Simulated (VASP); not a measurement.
A run of VASP 6.6.1 is set up as follows.

Contents of POSCAR:

```
MgO
1.0
    3.0143671445      0.0000000000      0.0000000000
   -1.5071830593      2.6105187052      0.0000000000
    0.0000000000      0.0000000000      2.7493130069
Mg O
1 1
Direct
    0.0000000000      0.0000000000      0.0000000000
    0.3333333333      0.6666666667      0.5000000000
```

The input INCAR.step1:

```
SYSTEM = MgO
  PREC = Accurate
  ENCUT = 520
  ISMEAR = 0
  SIGMA = 0.01
  LREAL = .False.
  LASPH = .True.
  NELM = 80
  NBANDS = 11
  GGA = PE
  ALGO = Normal
  EDIFF = 1E-4
  LWAVE = .True.
  LCHARG = .False.
```

The input INCAR.step2:

```
SYSTEM = MgO
  PREC = Accurate
  ENCUT = 520
  EDIFF = 1E-6
  ISMEAR = 0
  SIGMA = 0.01
  LREAL = .False.
  LASPH = .True.
  NELM = 80
  ALGO = Normal
  ISIF = 2
  LWAVE = .False.
  LCHARG = .True.
  METAGGA = R2SCAN
  LMIXTAU = .True.
  LELF = .True.
  LVHAR = .True.
  NBANDS = 11
  ISTART = 1
```

Contents of KPOINTS:

```
regular mesh
0
Gamma
  12 12 8
  0 0 0
```

Potentials or basis: VASP PAW PBE potentials, release 64 (Mg, O).

Run with:

```console
$ cat potpaw_PBE.64/Mg/POTCAR potpaw_PBE.64/O/POTCAR > POTCAR
$ cp INCAR.step1 INCAR
$ mpirun -np 1 vasp_std > vasp.out
$ cp INCAR.step2 INCAR
$ mpirun -np 1 vasp_std > vasp.out
```

Q: What does it give for the band gap on the k mesh?

A: 3.19 eV, indirect (least direct gap 3.58 eV).

Q: What does it give for the pressure?

A: -14.9 GPa.

Stress tensor (GPa, compression positive):
```
-13.77   0.00   0.00
  0.00 -13.77   0.00
  0.00   0.00 -17.02
```

Caveat: the PAW data sets were made with another functional, which shifts forces and pressure a little. r2SCAN opens gaps a little over a GGA but as a rule still falls short of measured ones.
